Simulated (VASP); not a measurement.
# LaHg2 in VASP: a series of runs

LaHg2 is run at these levels: LDA; tasks: electric field gradients.

Program: VASP 6.6.1. These are calculated values, not measurements. Logs are shortened: lines on timing, memory, paths and dates and some standing lists are left out, and cuts for length are marked.

## (1) The cell of the first run

Symmetry: P6/mmm, No. 191, hexagonal system. The conventional cell has a = 4.958 Å, b = 4.958 Å, c = 3.640 Å, α = 90.00°, β = 90.00°, γ = 120.00°. La (site symmetry 6/mmm) has 12 Hg at 3.39 Å and 2 La at 3.64 Å within 4.5 Å. Hg (site symmetry -6m2) has 5 Hg at 2.86 to 3.64 Å and 6 La at 3.39 Å within 3.8 Å.

## (2) Electric field gradients, LDA

INCAR reads:

```
ALGO     = Normal         # electronic algorithm
EDIFF    = 1E-8           # SCF threshold, eV
ENCUT    = 520            # plane-wave cutoff, eV
ISIF     = 2              # what is computed and relaxed
ISMEAR   = -1             # smearing method
LASPH    = True           # aspherical terms in the spheres
LCHARG   = False          # write CHGCAR
LEFG     = True         
LREAL    = False          # projectors in reciprocal space
LWAVE    = False          # write WAVECAR
NBANDS   = 24             # bands
NELM     = 100            # most SCF steps
PREC     = Accurate       # precision mode
SIGMA    = 0.05           # smearing width, eV
```

KPOINTS reads:

```
k-points
0
Gamma
  7 7 8
```

POSCAR reads:

```
LaHg2
1.0
    4.9580000000      0.0000000000      0.0000000000
   -2.4790000000      4.2937539520      0.0000000000
    0.0000000000      0.0000000000      3.6400000000
La Hg
1 2
Direct
    0.0000000000      0.0000000000      0.0000000000
    0.3333333333      0.6666666667      0.5000000000
    0.6666666667      0.3333333333      0.5000000000
```

Potentials or basis: VASP PAW LDA potentials, release 64 (La, Hg).

The run is started by

```
> cat potpaw_LDA.64/La/POTCAR potpaw_LDA.64/Hg/POTCAR > POTCAR
> mpirun -np 1 vasp_std > vasp.out
```

OUTCAR:

```text
EDIFF = 1E-8
   ENCUT = 520
   ISIF = 2
   ISMEAR = -1
   LASPH = True
   LREAL = False
   NELM = 100
   PREC = Accurate

 ion  position               nearest neighbor table
   1  0.000  0.000  0.000-   2 3.39   3 3.39   2 3.39   3 3.39   3 3.39   3 3.39   2 3.39   2 3.39
                             3 3.39   3 3.39   2 3.39   2 3.39
   2  0.333  0.667  0.500-   3 2.86   3 2.86   3 2.86   1 3.39   1 3.39   1 3.39   1 3.39   1 3.39
                             1 3.39
   3  0.667  0.333  0.500-   2 2.86   2 2.86   2 2.86   1 3.39   1 3.39   1 3.39   1 3.39   1 3.39
                             1 3.39

  LATTYP: Found a hexagonal cell.
 ALAT       =     4.9580000000
 C/A-ratio  =     0.7341670028

  Lattice vectors:

 A1 = (   4.9580000000,   0.0000000000,   0.0000000000)
 A2 = (  -2.4790000000,   4.2937539520,   0.0000000000)
 A3 = (   0.0000000000,   0.0000000000,   3.6400000000)

Analysis of symmetry for initial positions (statically):
=====================================================================
 Subroutine PRICEL returns:
 Original cell was already a primitive cell.

 Routine SETGRP: Setting up the symmetry group for a
 hexagonal supercell.

 Subroutine GETGRP returns: Found 24 space group operations
 (whereof 24 operations were pure point group operations)
 out of a pool of 24 trial point group operations.

The static configuration has the point symmetry D_6h.

Analysis of symmetry for dynamics (positions and initial velocities):
=====================================================================
 Subroutine PRICEL returns:
 Original cell was already a primitive cell.

 Routine SETGRP: Setting up the symmetry group for a
 hexagonal supercell.

 Subroutine GETGRP returns: Found 24 space group operations
 (whereof 24 operations were pure point group operations)
 out of a pool of 24 trial point group operations.

The dynamic configuration has the point symmetry D_6h.

 Subroutine INISYM returns: Found 24 space group operations
 (whereof 24 operations are pure point group operations),
 and found     1 'primitive' translations

----------------------------------------------------------------------------------------

                                     Primitive cell

  volume of cell :      77.4899

  direct lattice vectors                    reciprocal lattice vectors
     4.958000000  0.000000000  0.000000000     0.201694232  0.116448219  0.000000000
    -2.479000000  4.293753952  0.000000000     0.000000000  0.232896438  0.000000000
     0.000000000  0.000000000  3.640000000     0.000000000  0.000000000  0.274725275

  length of vectors
     4.958000000  4.958000000  3.640000000     0.232896438  0.232896438  0.274725275

  position of ions in fractional coordinates (direct lattice)
     0.000000000  0.000000000  0.000000000
     0.333333333  0.666666667  0.500000000
     0.666666667  0.333333333  0.500000000

  ion indices of the primitive-cell ions
   primitive index   ion index
                 1           1
                 2           2
                 3           3

----------------------------------------------------------------------------------------

 KPOINTS: k-points

Automatic generation of k-mesh.
 Grid dimensions read from file:
 generate k-points for:    7    7    8

 Generating k-lattice:

  Cartesian coordinates                     Fractional coordinates (reciprocal lattice)
     0.028813462  0.016635460  0.000000000     0.142857143 -0.000000000  0.000000000
     0.000000000  0.033270920  0.000000000     0.000000000  0.142857143  0.000000000
     0.000000000  0.000000000  0.034340659     0.000000000  0.000000000  0.125000000

  Length of vectors
     0.033270920  0.033270920  0.034340659

  Shift w.r.t. Gamma in fractional coordinates (k-lattice)
     0.000000000  0.000000000  0.000000000

 Subroutine IBZKPT returns following result:
 ===========================================

 Found     40 irreducible k-points:

 Following reciprocal coordinates:
            Coordinates               Weight
  0.000000  0.000000  0.000000      1.000000
  0.142857  0.000000  0.000000      6.000000
  0.285714  0.000000  0.000000      6.000000
  0.428571  0.000000  0.000000      6.000000
  0.142857  0.142857  0.000000      6.000000
  0.285714  0.142857  0.000000     12.000000
[... 16 lines left out ...]
  0.428571  0.142857  0.250000     12.000000
  0.285714  0.285714  0.250000     12.000000
 [... further k-points ...]
   k-points           NKPTS =     40   k-points in BZ     NKDIM =     40   number of bands    NBANDS=     24
   number of dos      NEDOS =    301   number of ions     NIONS =      3
   total plane-waves  NPLWV =  44800
   dimension x,y,z NGX =    40 NGY =   40 NGZ =   28
   dimension x,y,z NGXF=    80 NGYF=   80 NGZF=   56
   ions per type =               1   2
   NGX,Y,Z   is equivalent  to a cutoff of  13.41, 13.41, 12.79 a.u.
   NGXF,Y,Z  is equivalent  to a cutoff of  26.82, 26.82, 25.58 a.u.
 SYSTEM =  unknown system
   PREC   = accura    normal or accurate (medium, high low for compatibility)
   ISTART =      0    job   : 0-new  1-cont  2-samecut
   ICHARG =      2    charge: 1-file 2-atom 10-const
   ISPIN  =      1    spin polarized calculation?
   LNONCOLLINEAR =      F non collinear calculations
   LSORBIT =      F    spin-orbit coupling
   LASPH  =      T    aspherical Exc in radial PAW
   ENCUT  =  520.0 eV  38.22 Ry    6.18 a.u.   9.22  9.22  6.77*2*pi/ulx,y,z
   NELM   =    100;   NELMIN=  2; NELMDL= -5     # of ELM steps
   EDIFF  = 0.1E-07   stopping-criterion for ELM
   LREAL  =      F    real-space projection
   EDIFFG = 0.1E-06   stopping-criterion for IOM
   NSW    =      0    number of steps for IOM
   IBRION =     -1    ionic relax: 0-MD 1-quasi-New 2-CG
   NFREE  =      0    steps in history (QN), initial steepest desc. (CG)
   ISIF   =      2    stress and relaxation
   ISYM   =      2    0-nonsym 1-usesym 2-fastsym
   POTIM  = 0.5000    time-step for ionic-motion
   TEBEG  =    0.0;   TEEND  =   0.0 temperature during run
   PSTRESS=    0.0 pullay stress
   NELECT =      35.0000    total number of electrons
   NUPDOWN=      -1.0000    fix difference up-down
   EMIN   =  10.00;   EMAX   =-10.00  energy-range for DOS
   EFERMI =   0.00;   METHOD = LEGACY
   ISMEAR =    -1;   SIGMA  =   0.05  broadening in eV -4-tet -1-fermi 0-gaus
   EFERMI_NEDOS =   21; number of points for ismear=-14 and -15
   IALGO  =     38    algorithm
   IMIX   =      4    mixing-type and parameters
     AMIX     =   0.40;   BMIX     =  1.00
     AMIX_MAG =   1.60;   BMIX_MAG =  1.00
  volume/ion in A,a.u.               =      25.83       174.31
  Fermi-wavevector in a.u.,A,eV,Ry     =   1.256076  2.373639 21.466269  1.577726
  Thomas-Fermi vector in A             =   2.389801
   LORBIT       =      0    0 simple, 1 ext, 2 COOP (PROOUT), +10 PAW based schemes
   GGA     = CA    functional components
   LHFCALC =     F    Hartree Fock is set to
   AEXX    =    0.0000 exact exchange contribution
   IVDW    =     0    specifies the selected vdW correction
   LEPSILON=     F    determine dielectric tensor
   LRPA    =     F    only Hartree local field effects (RPA)
 non-spin polarized calculation
  energy-cutoff  :      520.00
  volume of cell :       77.49
 maximum number of plane-waves:      2107
 NGX is ok and might be reduce to    40
   NGX = 19   NGY = 19   NGZ = 13

 number of electron      34.9999999 magnetization

 Free energy of the ion-electron system (eV)
  ---------------------------------------------------
  ext. energy  EPLUGINS =         0.00000000
  ---------------------------------------------------
  free energy    TOTEN  =        -9.32369624 eV

  energy without entropy =       -9.30263663  energy(sigma->0) =       -9.31316643

 E-fermi :   5.7599     XC(G=0): -10.9511

 val. band max:        5.7551811150   @ k =   0.4286   0.1429   0.3750
 cond. band min:       5.8110912201   @ k =   0.0000   0.0000   0.2500
 fundamental gap:      0.0559101051
 Fermi energy:         5.7598859054

 k-point     1 :       0.0000    0.0000    0.0000
  band No.  band energies     occupation
      1     -27.1576      2.00000
      2     -10.9214      2.00000
      3     -10.9214      2.00000
      4     -10.4734      2.00000
      5      -2.8245      2.00000
      6      -1.9763      2.00000
[... 16 lines left out ...]
     23       7.4427      0.00000
     24       7.4831      0.00000
[... 598 lines left out ...]
      2     -10.9971      2.00000
      3     -10.9385      2.00000
      4     -10.9095      2.00000
      5      -2.5556      2.00000
      6      -2.2274      2.00000
[... 16 lines left out ...]
     23       7.4175      0.00000
     24       7.4216      0.00000

 [... further k-points ...]
[... 5 lines left out ...]
  --------------------------------------------------------------------------------------
  -------------------------------------------------------------------------------------
  Total       -1.0917498     -1.0917498     -1.5984622      0.0000000      0.0000000      0.0000000
  in kB      -22.5729667    -22.5729667    -33.0497278      0.0000000      0.0000000      0.0000000
  external PRESSURE =     -26.0652204 kB  Pullay stress =       0.0000000 kB

 VOLUME and BASIS-vectors are now :
 -----------------------------------------------------------------------------
  energy-cutoff  :      520.00
  volume of cell :       77.49
      direct lattice vectors                 reciprocal lattice vectors
     4.958000000  0.000000000  0.000000000     0.201694232  0.116448219  0.000000000
    -2.479000000  4.293753952  0.000000000     0.000000000  0.232896438  0.000000000
     0.000000000  0.000000000  3.640000000     0.000000000  0.000000000  0.274725275

 POSITION                                       TOTAL-FORCE (eV/Angst)
 -----------------------------------------------------------------------------------
      0.00000      0.00000      0.00000        -0.000000     -0.000000      0.000000
     -0.00000      2.86250      1.82000         0.000000      0.000000      0.000000
      2.47900      1.43125      1.82000        -0.000000      0.000000      0.000000
 -----------------------------------------------------------------------------------
    total drift:                                0.000000      0.000000      0.000000

  FREE ENERGIE OF THE ION-ELECTRON SYSTEM (eV)
  ---------------------------------------------------
  free  energy   TOTEN  =        -9.3236962359 eV

  energy  without entropy=       -9.3026366304  energy(sigma->0) =       -9.31316643

 Electric field gradients (V/A^2)
---------------------------------------------------------------------
 ion       V_xx      V_yy      V_zz      V_xy      V_xz      V_yz
---------------------------------------------------------------------
   1     -42.146   -42.145    84.291     0.000    -0.000     0.000
   2    -154.382  -154.382   308.765     0.000     0.000    -0.000
   3    -154.382  -154.382   308.765     0.000     0.000     0.000
---------------------------------------------------------------------

 Electric field gradients after diagonalization (V/A^2)
 (convention: |V_zz| > |V_xx| > |V_yy|)
----------------------------------------------------------------------
 ion       V_xx      V_yy      V_zz     asymmetry (V_yy - V_xx)/ V_zz
----------------------------------------------------------------------
   1     -42.146   -42.145    84.291       0.000
   2    -154.383  -154.382   308.765       0.000
   3    -154.383  -154.382   308.765       0.000
----------------------------------------------------------------------

           NMR quadrupolar parameters

 Cq : quadrupolar parameter    Cq=e*Q*V_zz/h
 eta: asymmetry parameters     (V_yy - V_xx)/ V_zz
 Q  : nuclear electric quadrupole moment in mb (millibarn)
----------------------------------------------------------------------
 ion       Cq(MHz)       eta       Q (mb)
----------------------------------------------------------------------
   1       0.204       0.000       1.000
   2       0.747       0.000       1.000
   3       0.747       0.000       1.000
----------------------------------------------------------------------
```

Wall time 34 s (1 thread of Intel Xeon 6975P-C (Granite Rapids), shared host); peak memory 0.23 GiB.

Results:

```yaml
Free_energy: -9.3237 eV
Pressure: -2.6 GPa
Band_gap_on_the_k_mesh: zero (an odd number of electrons rules out a gap without spin polarisation)
Largest_electric_field_gradient_by_atom: La +84.3; Hg +308.8 V/Å²
```

Electric field gradients, principal values (V/Å²):
```
atom     least    middle  greatest (by size)
1 La   -42.145   -42.146              84.291
2 Hg  -154.382  -154.383             308.765
3 Hg  -154.382  -154.383             308.765
```

Caveat: without QUAD_EFG the Cq values of the log hold for a quadrupole moment of 1 mb, not for the nuclei; spin-orbit coupling is left out, which moves the levels of the heavy elements.

## (3) Electric field gradients, LDA (shortest bond scaled by 0.94)

INCAR reads:

```
PREC = Accurate
ENCUT = 520
EDIFF = 1E-8
ISMEAR = -1
SIGMA = 0.05
LREAL = F
LASPH = T
NELM = 100
ALGO = Normal
ISIF = 2
LWAVE = F
LCHARG = F
LEFG = T
NBANDS = 24
```

KPOINTS reads:

```
Automatic mesh
0
Gamma
  7 7 8
```

POSCAR reads:

```
LaHg2
1.0
    4.9580000000      0.0000000000      0.0000000000
   -2.4790000000      4.2937539520      0.0000000000
    0.0000000000      0.0000000000      3.6400000000
La Hg
1 2
Direct
    0.0000000000      0.0000000000      0.0000000000
    0.3133333333      0.6566666667      0.5000000000
    0.6866666667      0.3433333333      0.5000000000
```

Potentials or basis: VASP PAW LDA potentials, release 64 (La, Hg).

The run is started by

```
> cat potpaw_LDA.64/La/POTCAR potpaw_LDA.64/Hg/POTCAR > POTCAR
> mpirun -np 1 vasp_std > vasp.out
```

OUTCAR:

```text
PREC = Accurate
   ENCUT = 520
   EDIFF = 1E-8
   ISMEAR = -1
   LREAL = F
   LASPH = T
   NELM = 100
   ISIF = 2

 ion  position               nearest neighbor table
   1  0.000  0.000  0.000-   2 3.36   3 3.36   2 3.36   3 3.36   2 3.36   2 3.36   3 3.36   3 3.36
                             3 3.46   3 3.46   2 3.46   2 3.46
   2  0.313  0.657  0.500-   3 2.69   3 2.95   3 2.95   1 3.36   1 3.36   1 3.36   1 3.36   1 3.46
                             1 3.46
   3  0.687  0.343  0.500-   2 2.69   2 2.95   2 2.95   1 3.36   1 3.36   1 3.36   1 3.36   1 3.46
                             1 3.46

  LATTYP: Found a hexagonal cell.
 ALAT       =     4.9580000000
 C/A-ratio  =     0.7341670028
[... 874 lines left out ...]
---------------------------------------------------------------------
 ion       V_xx      V_yy      V_zz      V_xy      V_xz      V_yz
---------------------------------------------------------------------
   1     -31.907   -49.400    81.307    15.150    -0.000    -0.000
   2    -189.073  -122.873   311.946   -57.330    -0.000    -0.000
   3    -189.073  -122.873   311.946   -57.330    -0.000     0.000
---------------------------------------------------------------------

 Electric field gradients after diagonalization (V/A^2)
 (convention: |V_zz| > |V_xx| > |V_yy|)
----------------------------------------------------------------------
 ion       V_xx      V_yy      V_zz     asymmetry (V_yy - V_xx)/ V_zz
----------------------------------------------------------------------
   1     -58.147   -23.160    81.307       0.430
   2    -222.172   -89.774   311.946       0.424
   3    -222.172   -89.774   311.946       0.424
----------------------------------------------------------------------

           NMR quadrupolar parameters

 Cq : quadrupolar parameter    Cq=e*Q*V_zz/h
 eta: asymmetry parameters     (V_yy - V_xx)/ V_zz
 Q  : nuclear electric quadrupole moment in mb (millibarn)
----------------------------------------------------------------------
 ion       Cq(MHz)       eta       Q (mb)
----------------------------------------------------------------------
   1       0.197       0.430       1.000
   2       0.754       0.424       1.000
   3       0.754       0.424       1.000
----------------------------------------------------------------------
```

OSZICAR:

```text
N       E                     dE             d eps       ncg     rms          rms(c)
DAV:   1     0.302094820342E+03    0.30209E+03   -0.14708E+04  4080   0.208E+03
DAV:   2     0.336337173450E+02   -0.26846E+03   -0.23520E+03  4520   0.334E+02
DAV:   3    -0.716307855740E+01   -0.40797E+02   -0.39309E+02  5176   0.137E+02
DAV:   4    -0.102195508050E+02   -0.30565E+01   -0.28629E+01  6568   0.321E+01
DAV:   5    -0.103304935069E+02   -0.11094E+00   -0.10869E+00  5000   0.577E+00    0.676E+00
DAV:   6    -0.931336967771E+01    0.10171E+01   -0.96359E+00  6576   0.236E+01    0.566E+00
DAV:   7    -0.926409031865E+01    0.49279E-01   -0.54375E-01  5792   0.769E+00    0.326E+00
DAV:   8    -0.924407531565E+01    0.20015E-01   -0.25210E-01  5680   0.311E+00    0.407E-01
DAV:   9    -0.923759820919E+01    0.64771E-02   -0.21632E-02  6424   0.108E+00    0.239E-01
DAV:  10    -0.923502129464E+01    0.25769E-02   -0.16106E-02  5632   0.790E-01    0.435E-02
DAV:  11    -0.923505693676E+01   -0.35642E-04   -0.57160E-04  6008   0.150E-01    0.251E-02
DAV:  12    -0.923506287946E+01   -0.59427E-05   -0.43673E-05  5976   0.444E-02    0.127E-02
DAV:  13    -0.923505913316E+01    0.37463E-05   -0.22056E-05  5752   0.349E-02    0.174E-03
DAV:  14    -0.923505920740E+01   -0.74243E-07   -0.12492E-06  5552   0.635E-03    0.675E-04
DAV:  15    -0.923505921129E+01   -0.38922E-08   -0.69717E-08  5408   0.212E-03
   1 F= -.92350592E+01 E0= -.92248918E+01  d E =-.203347E-01
```

It took 64 s on 1 thread of Intel Xeon 6975P-C (Granite Rapids), shared host; peak memory 0.29 GiB.

What came out:

```
Free energy                             : -9.2351 eV
Pressure                                : -1.9 GPa
Largest force                           : 1.118 eV/Å
Band gap on the k mesh                  : zero (an odd number of electrons rules out a gap without spin polarisation)
Largest electric field gradient by atom : La +81.3; Hg +311.9 V/Å²
```

Forces on the atoms (eV/Å):
```
La   0.000  0.000  0.000
Hg   0.968  0.559  0.000
Hg  -0.968 -0.559  0.000
```

Electric field gradients, principal values (V/Å²):
```tsv
atom	least	middle	greatest (by size)
1 La	-23.160	-58.147	81.307
2 Hg	-89.774	-222.172	311.946
3 Hg	-89.774	-222.172	311.946
```

Caveat: the cell differs from its parent crystal (shortest bond scaled by 0.94); without QUAD_EFG the Cq values of the log hold for a quadrupole moment of 1 mb, not for the nuclei; spin-orbit coupling is left out, which moves the levels of the heavy elements; forces of over 1 eV/Å act on the atoms, so gaps and moduli don't describe the material at rest.

The gap in the log of VASP goes by the Fermi energy; the results here count the filled bands.